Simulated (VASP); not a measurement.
# CdTe (F-43m) in VASP: further runs, part 2 of 2

VASP 6.6.1. The steps go on from the part before.

## Step 3: Single point, PBE

This run uses another cell than the first one, of 28.28 Å³/atom, 1.143 times its volume.

The input, INCAR:

```
ALGO     = Normal         # electronic algorithm
EDIFF    = 1E-7           # SCF threshold, eV
ENCUT    = 520            # plane-wave cutoff, eV
GGA      = PE             # functional
ISIF     = 2              # what is computed and relaxed
ISMEAR   = -1             # smearing method
LASPH    = T              # aspherical terms in the spheres
LCHARG   = T              # write CHGCAR
LELF     = T              # ELF
LREAL    = F              # projectors in reciprocal space
LVHAR    = T            
LWAVE    = F              # write WAVECAR
NBANDS   = 16             # bands
NELM     = 60             # most SCF steps
PREC     = Accurate       # precision mode
SIGMA    = 0.03           # smearing width, eV
```

The input, KPOINTS:

```
k-points
0
Gamma
  8 8 8
```

The input, POSCAR:

```
CdTe
1.0
    0.0000000000      3.0468443266      3.0468443266
    3.0468443266      0.0000000000      3.0468443266
    3.0468443266      3.0468443266      0.0000000000
Cd Te
1 1
Direct
    0.0000000000      0.0000000000      0.0000000000
    0.7500000000      0.7500000000      0.7500000000
```

Potentials or basis: VASP PAW PBE potentials, release 64 (Cd, Te).

Run with:

```bash
cat potpaw_PBE.64/Cd/POTCAR potpaw_PBE.64/Te/POTCAR > POTCAR
mpirun -np 1 vasp_std > vasp.out
```

OUTCAR:

```text
EDIFF = 1E-7
   ENCUT = 520
   GGA = PE
   ISIF = 2
   ISMEAR = -1
   LASPH = T
   LREAL = F
   NELM = 60
   PREC = Accurate

 ion  position               nearest neighbor table
   1  0.000  0.000  0.000-   2 2.64   2 2.64   2 2.64   2 2.64
   2  0.750  0.750  0.750-   1 2.64   1 2.64   1 2.64   1 2.64

  LATTYP: Found a face centered cubic cell.
 ALAT       =     6.0936886532

  Lattice vectors:

 A1 = (   0.0000000000,   3.0468443266,   3.0468443266)
 A2 = (   3.0468443266,   0.0000000000,   3.0468443266)
 A3 = (   3.0468443266,   3.0468443266,   0.0000000000)

Analysis of symmetry for initial positions (statically):
=====================================================================
 Subroutine PRICEL returns:
 Original cell was already a primitive cell.

 Routine SETGRP: Setting up the symmetry group for a
 face centered cubic supercell.

 Subroutine GETGRP returns: Found 24 space group operations
 (whereof 24 operations were pure point group operations)
 out of a pool of 48 trial point group operations.

The static configuration has the point symmetry T_d .

Analysis of symmetry for dynamics (positions and initial velocities):
=====================================================================
 Subroutine PRICEL returns:
 Original cell was already a primitive cell.

 Routine SETGRP: Setting up the symmetry group for a
 face centered cubic supercell.

 Subroutine GETGRP returns: Found 24 space group operations
 (whereof 24 operations were pure point group operations)
 out of a pool of 48 trial point group operations.

The dynamic configuration has the point symmetry T_d .

 Subroutine INISYM returns: Found 24 space group operations
 (whereof 24 operations are pure point group operations),
 and found     1 'primitive' translations

[... 96 lines left out ...]
   EDIFFG = 0.1E-05   stopping-criterion for IOM
   NSW    =      0    number of steps for IOM
   IBRION =     -1    ionic relax: 0-MD 1-quasi-New 2-CG
   NFREE  =      0    steps in history (QN), initial steepest desc. (CG)
   ISIF   =      2    stress and relaxation
   ISYM   =      2    0-nonsym 1-usesym 2-fastsym
   POTIM  = 0.5000    time-step for ionic-motion
   TEBEG  =    0.0;   TEEND  =   0.0 temperature during run
   PSTRESS=    0.0 pullay stress
   NELECT =      18.0000    total number of electrons
   NUPDOWN=      -1.0000    fix difference up-down
   EMIN   =  10.00;   EMAX   =-10.00  energy-range for DOS
   EFERMI =   0.00;   METHOD = LEGACY
   ISMEAR =    -1;   SIGMA  =   0.03  broadening in eV -4-tet -1-fermi 0-gaus
   EFERMI_NEDOS =   21; number of points for ismear=-14 and -15
   IALGO  =     38    algorithm
   IMIX   =      4    mixing-type and parameters
     AMIX     =   0.40;   BMIX     =  1.00
     AMIX_MAG =   1.60;   BMIX_MAG =  1.00
  volume/ion in A,a.u.               =      28.28       190.87
  Fermi-wavevector in a.u.,A,eV,Ry     =   1.117649  2.112050 16.995569  1.249139
  Thomas-Fermi vector in A             =   2.254273
   LORBIT       =      0    0 simple, 1 ext, 2 COOP (PROOUT), +10 PAW based schemes
   GGA     = PE    functional components
[... 5 lines left out ...]
 non-spin polarized calculation
  energy-cutoff  :      520.00
  volume of cell :       56.57
 maximum number of plane-waves:      1540
   NGX = 17   NGY = 17   NGZ = 17

 number of electron      18.0000003 magnetization

 Free energy of the ion-electron system (eV)
  ---------------------------------------------------
  ext. energy  EPLUGINS =         0.00000000
  ---------------------------------------------------
  free energy    TOTEN  =        -4.17923504 eV

  energy without entropy =       -4.17923504  energy(sigma->0) =       -4.17923504

 E-fermi :   4.8664     XC(G=0):  -9.4329

 val. band max:        4.2524671103   @ k =   0.0000   0.0000   0.0000
 cond. band min:       5.6060315802   @ k =   0.0000   0.0000   0.0000
 fundamental gap:      1.3535644700
 Fermi energy:         4.8663898757

 k-point     1 :       0.0000    0.0000    0.0000
  band No.  band energies     occupation
      1      -8.1781      2.00000
      2      -4.8785      2.00000
      3      -4.8785      2.00000
      4      -4.8785      2.00000
      5      -4.4547      2.00000
      6      -4.4547      2.00000
[... 433 lines left out ...]
      3      -4.7141      2.00000
      4      -4.4872      2.00000
      5      -4.4493      2.00000
      6      -3.7785      2.00000
[... 8 lines left out ...]
     15      14.5614      0.00000
     16      15.4342      0.00000

 [... further k-points ...]
[... 5 lines left out ...]
  --------------------------------------------------------------------------------------
  -------------------------------------------------------------------------------------
  Total        5.6490853      5.6490853      5.6490853     -0.0000000      0.0000000      0.0000000
  in kB      159.9955572    159.9955572    159.9955572     -0.0000000      0.0000000      0.0000000
  external PRESSURE =     159.9955572 kB  Pullay stress =       0.0000000 kB

 VOLUME and BASIS-vectors are now :
 -----------------------------------------------------------------------------
  energy-cutoff  :      520.00
  volume of cell :       56.57
      direct lattice vectors                 reciprocal lattice vectors
     0.000000000  3.046844327  3.046844327    -0.164104216  0.164104216  0.164104216
     3.046844327  0.000000000  3.046844327     0.164104216 -0.164104216  0.164104216
     3.046844327  3.046844327  0.000000000     0.164104216  0.164104216 -0.164104216

 POSITION                                       TOTAL-FORCE (eV/Angst)
 -----------------------------------------------------------------------------------
      0.00000      0.00000      0.00000         0.000000      0.000000      0.000000
      4.57027      4.57027      4.57027        -0.000000     -0.000000     -0.000000
 -----------------------------------------------------------------------------------
    total drift:                                0.000000      0.000000      0.000000

  FREE ENERGIE OF THE ION-ELECTRON SYSTEM (eV)
  ---------------------------------------------------
  free  energy   TOTEN  =        -4.1792350435 eV

  energy  without entropy=       -4.1792350435  energy(sigma->0) =       -4.17923504
```

stdout:

```text
POSCAR found type information on POSCAR CdTe
 POSCAR found :  2 types and       2 ions
 scaLAPACK will be used
 LDA part: xc-table for (Slater+PW92), standard interpolation
 POSCAR, INCAR and KPOINTS ok, starting setup
 FFT: planning ... GRIDC
 FFT: planning ... GRID_SOFT
 FFT: planning ... GRID
 WAVECAR not read
 entering main loop
```

Run time: 11 s. Hardware: 1 thread of Intel Xeon 6975P-C (Granite Rapids), shared host; peak memory 0.18 GiB.

Results:

| Quantity | Value |
| --- | --- |
| Free energy | -4.1792 eV |
| Pressure | 16.0 GPa |
| Band gap on the k mesh | 1.35 eV, direct |

Caveat: spin-orbit coupling is left out, which moves the levels of the heavy elements. Expect the measured gap to be larger: semilocal functionals such as PBE lack the derivative discontinuity.

## Step 4: Single point, PBE

The input, INCAR:

```
SYSTEM = CdTe
PREC = Accurate
ENCUT = 520
EDIFF = 1E-6
ISMEAR = -1
SIGMA = 0.03
LREAL = .False.
LASPH = .True.
NELM = 100
ALGO = Normal
ISIF = 2
LWAVE = .False.
LCHARG = .True.
GGA = PE
LELF = .True.
LVHAR = .True.
NBANDS = 16
```

The input, KPOINTS:

```
Automatic mesh
0
Gamma
  8 8 8
  0 0 0
```

POSCAR is that of step 3.

Run with:

```bash
cat potpaw_PBE.64/Cd/POTCAR potpaw_PBE.64/Te/POTCAR > POTCAR
mpirun -np 1 vasp_std > vasp.out
```

Run time: 9.4 s. Hardware: 1 thread of Intel Xeon 6975P-C (Granite Rapids), shared host; peak memory 0.18 GiB.

Results (log left out):

| Item | Value |
| --- | --- |
| Free energy | -4.1792 eV |
| Pressure | 16.0 GPa |
| Band gap on the k mesh | 1.35 eV, direct |

Levels at points of the mesh, in eV from the valence-band top:
```csv
k point,band 6,band 7,band 8,band 9,band 10,band 11,band 12,band 13
"(0.00, 0.00, 0.00)",-8.71,0.00,0.00,0.00,1.35,4.40,4.40,4.40
"(0.50, 0.00, 0.00)",-8.18,-5.64,-1.10,-1.10,1.97,5.04,5.04,7.01
"(0.50, 0.50, 0.00)",-7.97,-5.31,-2.60,-2.60,2.12,2.51,9.96,10.07
```

Caveat: spin-orbit coupling is left out, which moves the levels of the heavy elements.

## Step 5: Single point, PBE

This run uses another cell than the first one, of 31.82 Å³/atom, 1.286 times its volume.

The input, INCAR:

```
PREC = Accurate
ENCUT = 520
EDIFF = 1E-6
ISMEAR = -1
SIGMA = 0.03
LREAL = False
LASPH = True
NELM = 100
ALGO = Normal
ISIF = 2
LWAVE = False
LCHARG = False
GGA = PE
NBANDS = 16
```

The input, KPOINTS:

```
regular mesh
0
Gamma
  8 8 8
```

The input, POSCAR:

```
CdTe
1.0
    0.0000000000      3.1688457976      3.1688457976
    3.1688457976      0.0000000000      3.1688457976
    3.1688457976      3.1688457976      0.0000000000
Cd Te
1 1
Direct
    0.0000000000      0.0000000000      0.0000000000
    0.7500000000      0.7500000000      0.7500000000
```

Run with:

```bash
cat potpaw_PBE.64/Cd/POTCAR potpaw_PBE.64/Te/POTCAR > POTCAR
mpirun -np 1 vasp_std > vasp.out
```

It took 14 s on 1 thread of Intel Xeon 6975P-C (Granite Rapids), shared host; peak memory 0.21 GiB.

Results (log left out):

* Free energy: -4.6529 eV
* Pressure: 6.4 GPa
* Band gap on the k mesh: 0.98 eV, direct

Levels at points of the mesh, in eV from the valence-band top:
```csv
k point,band 5,band 6,band 7,band 8,band 9,band 10,band 11,band 12,band 13,band 14
"(0.00, 0.00, 0.00)",-8.23,-8.23,0.00,0.00,0.00,0.98,4.55,4.55,4.55,7.55
"(0.50, 0.00, 0.00)",-8.22,-7.82,-4.83,-0.88,-0.88,1.88,5.15,5.15,7.10,8.92
"(0.50, 0.50, 0.00)",-8.19,-7.66,-4.65,-2.11,-2.11,2.45,2.64,9.22,9.47,9.47
```

Caveat: spin-orbit coupling is left out, which moves the levels of the heavy elements. Expect the measured gap to be larger: semilocal functionals such as PBE lack the derivative discontinuity.

## Step 6: Overview

```tsv
cell	gap on the mesh (eV)	pressure (GPa)
a = 4.121 Å, angles 60.0°, 2 atoms	1.69	33.7
a = 4.309 Å, angles 60.0°, 2 atoms	1.35	16.0
a = 4.481 Å, angles 60.0°, 2 atoms	0.98	6.4
```

Alike in all rows: task single point; level PBE; potentials or basis VASP PAW PBE potentials, release 64 (Cd, Te); no spin polarisation; k mesh 8 × 8 × 8; cutoff (eV) 520; smearing fermi-dirac 0.03 eV.

Caveats: spin-orbit coupling is left out, which moves the levels of the heavy elements.

Total energies depend on the potentials used, so only differences within one code and one set of settings carry meaning.
